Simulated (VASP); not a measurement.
A run of VASP 6.6.1 is set up as follows.

Contents of INCAR:

```
PREC = Accurate ; ENCUT = 520
EDIFF = 1E-6 ; ISMEAR = 0
SIGMA = 0.1 ; LREAL = F
LASPH = T ; NELM = 150
ALGO = Normal ; ISIF = 2
LWAVE = F ; LCHARG = F
ISPIN = 2 ; MAGMOM = 0 0 0 0 0 0 1 1 0 0
LORBIT = 11 ; LMAXMIX = 4
GGA = PE ; NBANDS = 29
```

File KPOINTS:

```
Automatic mesh
0
Gamma
  8 6 2
```

The input POSCAR:

```
Be3ReH
1.0
    2.4790960868      0.0000000000      0.0000000000
    0.0000000000      3.1335867435      0.0000000000
    0.0000000000      0.0000000000     11.6793588881
Be Re H
6 2 2
Direct
    0.5000000000      0.5000000000      0.5000000000
    0.5000000000      0.0000000000      0.0000000000
    0.0000000000      0.0000000000      0.5974470178
    0.0000000000      0.5000000000      0.0920382114
    0.0000000000      0.0000000000      0.4025529822
    0.0000000000      0.5000000000      0.9079617886
    0.5000000000      0.5000000000      0.7253224302
    0.5000000000      0.5000000000      0.2746775698
    0.5000000000      0.0000000000      0.8037792886
    0.5000000000      0.0000000000      0.1962207114
```

Potentials or basis: VASP PAW PBE potentials, release 64 (Be, Re, H).

Run with:

```bash
$ cat potpaw_PBE.64/Be/POTCAR potpaw_PBE.64/Re/POTCAR potpaw_PBE.64/H/POTCAR > POTCAR
$ mpirun -np 1 vasp_std > vasp.out
```

(1) Estimate the band gap on the k mesh.

(2) Estimate the net moment.

(3) Predict the pressure.

(4) Estimate the largest force.

Results:

(1) zero (filled and empty bands overlap).

(2) 0.00 μB per cell.

(3) 0.1 GPa.

(4) 0.049 eV/Å.

Caveat: spin-orbit coupling is left out, which moves the levels of the heavy elements.
